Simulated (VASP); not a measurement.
Wanted: the native input for a VASP 6.6.1 run.

```
Task                   : single point
Functional             : r2SCAN
Potentials or basis    : VASP PAW PBE potentials, release 64 (Al, N)
Cutoff                 : 520 eV
k mesh                 : 10 × 10 × 10
Occupations            : gaussian, width 0.05 eV
Spin                   : no spin polarisation
Dipole correction      : no
Further INCAR settings : ALGO = Normal; EDIFF = 1e-06; NBANDS = 11
```

Crystal: AlN.

```
Al N
1.0
     0.00000    1.93279    2.13624
     1.93279    0.00000    2.13624
     1.93279    1.93279    0.00000
Al N
1 1
Direct
  0.50000 0.50000 0.50000
  0.00000 0.00000 0.00000
```

This cell differs from its parent crystal: strain -0.050 along x and y, +0.050 along z.

One way to write it, as run:

POSCAR

```
AlN
1.0
    0.0000000000      1.9327921000      2.1362439000
    1.9327921000      0.0000000000      2.1362439000
    1.9327921000      1.9327921000      0.0000000000
Al N
1 1
Direct
    0.5000000000      0.5000000000      0.5000000000
    0.0000000000      0.0000000000      0.0000000000
```

INCAR.step1

```
PREC = Accurate
ENCUT = 520
ISMEAR = 0
SIGMA = 0.05
LREAL = F
LASPH = T
NELM = 80
NBANDS = 11
GGA = PE
ALGO = Normal
EDIFF = 1E-4
LWAVE = T
LCHARG = F
```

INCAR.step2

```
PREC = Accurate
ENCUT = 520
EDIFF = 1E-6
ISMEAR = 0
SIGMA = 0.05
LREAL = F
LASPH = T
NELM = 80
ALGO = Normal
ISIF = 2
LWAVE = F
LCHARG = F
METAGGA = R2SCAN
LMIXTAU = T
NBANDS = 11
ISTART = 1
```

KPOINTS

```
Automatic mesh
0
Gamma
  10 10 10
```

Potentials or basis: VASP PAW PBE potentials, release 64 (Al, N).

Command:

```console
$ cat potpaw_PBE.64/Al/POTCAR potpaw_PBE.64/N/POTCAR > POTCAR
$ cp INCAR.step1 INCAR
$ mpirun -np 1 vasp_std > vasp.out
$ cp INCAR.step2 INCAR
$ mpirun -np 1 vasp_std > vasp.out
```

It gave:

The pressure is 13.5 GPa. The band gap on the k mesh is 5.27 eV, indirect (least direct gap 6.44 eV).

Caveat: the cell differs from its parent crystal (strain -0.050 along x and y, +0.050 along z); the PAW data sets were made with another functional, which shifts forces and pressure a little.

Run time: 21 s on 1 thread of Intel(R) Xeon(R) 6975P-C (Granite Rapids), on a shared host, peak memory 0.14 GiB.
